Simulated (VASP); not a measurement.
# Rh (P6/mmm) in VASP: notebook, part 2 of 2

VASP 6.6.1. Earlier steps stand in the parts before.

### 3 Single point, PBE (volume scaled by 0.84)

File INCAR:

```
SYSTEM = Rh
PREC     = Accurate       ! precision mode
ENCUT    = 520            ! plane-wave cutoff, eV
EDIFF    = 1E-6           ! SCF threshold, eV
ISMEAR   = -1             ! smearing method
SIGMA    = 0.1            ! smearing width, eV
LREAL    = .False.        ! projectors in reciprocal space
LASPH    = .True.         ! aspherical terms in the spheres
NELM     = 100            ! most SCF steps
ALGO     = Normal         ! electronic algorithm
ISIF     = 2              ! what is computed and relaxed
LWAVE    = .False.        ! write WAVECAR
LCHARG   = .False.        ! write CHGCAR
GGA      = PE             ! functional
NBANDS   = 14             ! bands
```

File KPOINTS:

```
Automatic mesh
0
Gamma
  17 17 15
  0 0 0
```

File POSCAR:

```
Rh
1.0
    2.4978530969      0.0000000000      0.0000000000
   -1.2489265484      2.1632042368      0.0000000000
    0.0000000000      0.0000000000      2.3865175863
Rh
1
Direct
    0.0000000000      0.0000000000      0.0000000000
```

Potentials or basis: VASP PAW PBE potentials, release 64 (Rh_pv).

The run is started by

```bash
cat potpaw_PBE.64/Rh_pv/POTCAR > POTCAR
mpirun -np 1 vasp_std > vasp.out
```

OUTCAR:

```text
SYSTEM = Rh
   PREC = Accurate
   ENCUT = 520
   EDIFF = 1E-6
   ISMEAR = -1
   LREAL = .False.
   LASPH = .True.
   NELM = 100
   ISIF = 2
   GGA = PE

 ion  position               nearest neighbor table
   1  0.000  0.000  0.000-

  LATTYP: Found a hexagonal cell.
 ALAT       =     2.4978530969
 C/A-ratio  =     0.9554275186

  Lattice vectors:

 A1 = (   2.4978530969,   0.0000000000,   0.0000000000)
 A2 = (  -1.2489265484,   2.1632042368,   0.0000000000)
 A3 = (   0.0000000000,   0.0000000000,   2.3865175863)

Analysis of symmetry for initial positions (statically):
=====================================================================
 Subroutine PRICEL returns:
 Original cell was already a primitive cell.

 Routine SETGRP: Setting up the symmetry group for a
 hexagonal supercell.

 Subroutine GETGRP returns: Found 24 space group operations
 (whereof 24 operations were pure point group operations)
 out of a pool of 24 trial point group operations.

The static configuration has the point symmetry D_6h.

Analysis of symmetry for dynamics (positions and initial velocities):
=====================================================================
 Subroutine PRICEL returns:
 Original cell was already a primitive cell.

 Routine SETGRP: Setting up the symmetry group for a
 hexagonal supercell.

 Subroutine GETGRP returns: Found 24 space group operations
 (whereof 24 operations were pure point group operations)
 out of a pool of 24 trial point group operations.

The dynamic configuration has the point symmetry D_6h.

 Subroutine INISYM returns: Found 24 space group operations
 (whereof 24 operations are pure point group operations),
 and found     1 'primitive' translations

----------------------------------------------------------------------------------------

                                     Primitive cell

  volume of cell :      12.8952

  direct lattice vectors                    reciprocal lattice vectors
     2.497853097  0.000000000  0.000000000     0.400343800  0.231138601  0.000000000
    -1.248926548  2.163204237  0.000000000     0.000000000  0.462277201  0.000000000
     0.000000000  0.000000000  2.386517586     0.000000000  0.000000000  0.419020587

  length of vectors
     2.497853097  2.497853097  2.386517586     0.462277201  0.462277201  0.419020587

  position of ions in fractional coordinates (direct lattice)
     0.000000000  0.000000000  0.000000000

  ion indices of the primitive-cell ions
   primitive index   ion index
                 1           1

----------------------------------------------------------------------------------------

 KPOINTS: Automatic mesh

Automatic generation of k-mesh.
 Grid dimensions read from file:
 generate k-points for:   17   17   15

 Generating k-lattice:

  Cartesian coordinates                     Fractional coordinates (reciprocal lattice)
     0.023549635  0.013596388  0.000000000     0.058823529  0.000000000  0.000000000
     0.000000000  0.027192777  0.000000000     0.000000000  0.058823529  0.000000000
     0.000000000  0.000000000  0.027934706     0.000000000  0.000000000  0.066666667

  Length of vectors
     0.027192777  0.027192777  0.027934706

  Shift w.r.t. Gamma in fractional coordinates (k-lattice)
     0.000000000  0.000000000  0.000000000

 Subroutine IBZKPT returns following result:
 ===========================================

 Found    264 irreducible k-points:

 Following reciprocal coordinates:
            Coordinates               Weight
  0.000000  0.000000  0.000000      1.000000
  0.058824  0.000000  0.000000      6.000000
  0.117647  0.000000  0.000000      6.000000
  0.176471  0.000000  0.000000      6.000000
  0.235294  0.000000  0.000000      6.000000
  0.294118  0.000000  0.000000      6.000000
[... 16 lines left out ...]
  0.411765  0.117647  0.000000     12.000000
  0.176471  0.176471  0.000000      6.000000
 [... further k-points ...]
   k-points           NKPTS =    264   k-points in BZ     NKDIM =    264   number of bands    NBANDS=     14
   number of dos      NEDOS =    301   number of ions     NIONS =      1
   total plane-waves  NPLWV =   7200
   dimension x,y,z NGX =    20 NGY =   20 NGZ =   18
   dimension x,y,z NGXF=    40 NGYF=   40 NGZF=   36
   ions per type =               1
   NGX,Y,Z   is equivalent  to a cutoff of  13.31, 13.31, 12.54 a.u.
   NGXF,Y,Z  is equivalent  to a cutoff of  26.62, 26.62, 25.08 a.u.
 SYSTEM =  Rh
   PREC   = accura    normal or accurate (medium, high low for compatibility)
   ISTART =      0    job   : 0-new  1-cont  2-samecut
   ICHARG =      2    charge: 1-file 2-atom 10-const
   ISPIN  =      1    spin polarized calculation?
   LNONCOLLINEAR =      F non collinear calculations
   LSORBIT =      F    spin-orbit coupling
   LASPH  =      T    aspherical Exc in radial PAW
   ENCUT  =  520.0 eV  38.22 Ry    6.18 a.u.   4.64  4.64  4.44*2*pi/ulx,y,z
   NELM   =    100;   NELMIN=  2; NELMDL= -5     # of ELM steps
   EDIFF  = 0.1E-05   stopping-criterion for ELM
   LREAL  =      F    real-space projection
   EDIFFG = 0.1E-04   stopping-criterion for IOM
   NSW    =      0    number of steps for IOM
   IBRION =     -1    ionic relax: 0-MD 1-quasi-New 2-CG
   NFREE  =      0    steps in history (QN), initial steepest desc. (CG)
   ISIF   =      2    stress and relaxation
   ISYM   =      2    0-nonsym 1-usesym 2-fastsym
   POTIM  = 0.5000    time-step for ionic-motion
   TEBEG  =    0.0;   TEEND  =   0.0 temperature during run
   PSTRESS=    0.0 pullay stress
   NELECT =      15.0000    total number of electrons
   NUPDOWN=      -1.0000    fix difference up-down
   EMIN   =  10.00;   EMAX   =-10.00  energy-range for DOS
   EFERMI =   0.00;   METHOD = LEGACY
   ISMEAR =    -1;   SIGMA  =   0.10  broadening in eV -4-tet -1-fermi 0-gaus
   EFERMI_NEDOS =   21; number of points for ismear=-14 and -15
   IALGO  =     38    algorithm
   IMIX   =      4    mixing-type and parameters
     AMIX     =   0.40;   BMIX     =  1.00
     AMIX_MAG =   1.60;   BMIX_MAG =  1.00
  volume/ion in A,a.u.               =      12.90        87.02
  Fermi-wavevector in a.u.,A,eV,Ry     =   1.721719  3.253577 40.331964  2.964316
  Thomas-Fermi vector in A             =   2.797918
   LORBIT       =      0    0 simple, 1 ext, 2 COOP (PROOUT), +10 PAW based schemes
   GGA     = PE    functional components
   LHFCALC =     F    Hartree Fock is set to
   AEXX    =    0.0000 exact exchange contribution
   IVDW    =     0    specifies the selected vdW correction
   LEPSILON=     F    determine dielectric tensor
   LRPA    =     F    only Hartree local field effects (RPA)
 non-spin polarized calculation
  energy-cutoff  :      520.00
  volume of cell :       12.90
 maximum number of plane-waves:       363
 NGX is ok and might be reduce to    20
   NGX =  9   NGY =  9   NGZ =  9

 number of electron      14.9999999 magnetization

 Free energy of the ion-electron system (eV)
  ---------------------------------------------------
  ext. energy  EPLUGINS =         0.00000000
  ---------------------------------------------------
  free energy    TOTEN  =        -6.42755581 eV

  energy without entropy =       -6.38476086  energy(sigma->0) =       -6.40615833

 E-fermi :  13.1041     XC(G=0): -14.3498

 val. band max:       13.1038682829   @ k =   0.3529   0.1176   0.2667
 cond. band min:      13.1077301560   @ k =   0.1176   0.1176   0.0000
 fundamental gap:      0.0038618730
 Fermi energy:        13.1041452753

 k-point     1 :       0.0000    0.0000    0.0000
  band No.  band energies     occupation
      1     -33.1919      2.00000
      2     -33.1919      2.00000
      3     -33.1412      2.00000
      4       4.8276      2.00000
      5       6.4910      2.00000
      6       9.7744      2.00000
      7       9.7744      2.00000
      8      14.2704      0.00002
      9      14.2704      0.00002
     10      29.5098      0.00000
     11      30.9214      0.00000
     12      33.7700      0.00000
     13      37.8226      0.00000
     14      37.8226      0.00000
[... 375 lines left out ...]
 k-point    24 :       0.1765    0.1765    0.0000
  band No.  band energies     occupation
      1     -33.9331      2.00000
      2     -33.4546      2.00000
      3     -33.0502      2.00000
      4       7.2489      2.00000
      5       8.1780      2.00000
      6       8.2701      2.00000
      7      12.3327      1.99911
      8      13.5061      0.03530
      9      13.6373      0.00963
     10      28.3495      0.00000
     11      28.4958      0.00000
     12      33.7735      0.00000
     13      36.4927      0.00000
     14      36.8166      0.00000

 [... further k-points ...]
[... 5 lines left out ...]
  --------------------------------------------------------------------------------------
  -------------------------------------------------------------------------------------
  Total        4.5391771      4.5391771      4.5518074      0.0000000     -0.0000000      0.0000000
  in kB      563.9734448    563.9734448    565.5427080      0.0000000     -0.0000000      0.0000000
  external PRESSURE =     564.4965325 kB  Pullay stress =       0.0000000 kB

 VOLUME and BASIS-vectors are now :
 -----------------------------------------------------------------------------
  energy-cutoff  :      520.00
  volume of cell :       12.90
      direct lattice vectors                 reciprocal lattice vectors
     2.497853097  0.000000000  0.000000000     0.400343800  0.231138601  0.000000000
    -1.248926548  2.163204237  0.000000000     0.000000000  0.462277201  0.000000000
     0.000000000  0.000000000  2.386517586     0.000000000  0.000000000  0.419020587

 POSITION                                       TOTAL-FORCE (eV/Angst)
 -----------------------------------------------------------------------------------
      0.00000      0.00000      0.00000         0.000000      0.000000      0.000000
 -----------------------------------------------------------------------------------
    total drift:                               -0.000000      0.000000      0.000000

  FREE ENERGIE OF THE ION-ELECTRON SYSTEM (eV)
  ---------------------------------------------------
  free  energy   TOTEN  =        -6.4275558084 eV

  energy  without entropy=       -6.3847608603  energy(sigma->0) =       -6.40615833
```

It took 13 s on 1 thread of Intel Xeon 6975P-C (Granite Rapids), shared host; peak memory 0.16 GiB.

What came out:

```yaml
Free_energy: -6.4276 eV
Pressure: 56.4 GPa
```

Levels at points of the mesh, in eV from the Fermi level:
```csv
k point,band 4,band 5,band 6,band 7,band 8,band 9,band 10,band 11,band 12,band 13
"(0.00, 0.00, 0.00)",-8.28,-6.61,-3.33,-3.33,1.17,1.17,16.41,17.82,20.67,24.72
```
